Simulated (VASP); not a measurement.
Runs of VASP 6.6.1 on Zn. The structure is that of space group P6_3/mmc (No. 194), or close to it. The cells are those of the table. 

| cell | further INCAR settings | gap on the mesh (eV) | pressure (GPa) |
| --- | --- | --- | --- |
| a = 2.585, b = 2.585, c = 4.872 Å, angles 90.0, 90.0, 120.0°, 2 atoms | ALGO = Fast; EDIFF = 1e-06; NBANDS = 19 | none | 2.0 |
| a = 2.625, b = 2.625, c = 4.798 Å, angles 90.0, 90.0, 120.0°, 2 atoms | ALGO = Fast; EDIFF = 1e-06; NBANDS = 19 | none | -0.2 |
| a = 2.625, b = 2.625, c = 4.872 Å, angles 90.0, 90.0, 120.0°, 2 atoms | ALGO = Fast; EDIFF = 1e-07; NBANDS = 19 | none | -1.7 |
| a = 2.665, b = 2.665, c = 4.798 Å, angles 90.0, 90.0, 120.0°, 2 atoms | ALGO = Fast; EDIFF = 1e-06; NBANDS = 19 | none | (b) |
| a = 2.585, b = 2.585, c = 4.798 Å, angles 90.0, 90.0, 120.0°, 2 atoms | ALGO = Fast; EDIFF = 1e-06; NBANDS = 19 | none | 3.2 |
| a = 2.585, b = 2.585, c = 4.947 Å, angles 90.0, 90.0, 120.0°, 2 atoms | ALGO = Fast; EDIFF = 1e-06; NBANDS = 19 | none | 1.0 |
| a = 2.585, b = 2.585, c = 5.095 Å, angles 90.0, 90.0, 120.0°, 2 atoms | ALGO = Fast; EDIFF = 1e-06; NBANDS = 19 | none | (a) |
| a = 2.665, b = 2.665, c = 4.872 Å, angles 90.0, 90.0, 120.0°, 2 atoms | ALGO = Fast; EDIFF = 1e-06; NBANDS = 19 | none | (c) |

Alike in all rows: task single point; level PBEsol; potentials or basis VASP PAW PBE potentials, release 64 (Zn); no spin polarisation; k mesh 24 × 24 × 10; cutoff (eV) 520; smearing gaussian 0.15 eV.

Problem. Fill in the values left out.

Solution. (a) -0.8; (b) -3.0; (c) -3.9.

Caveats: the PAW data sets were made with another functional, which shifts forces and pressure a little; the cell stands under tension (at least some runs); the cell stands under pressure (at least some runs).

A gap of «none» marks levels without a gap at the run's occupations.
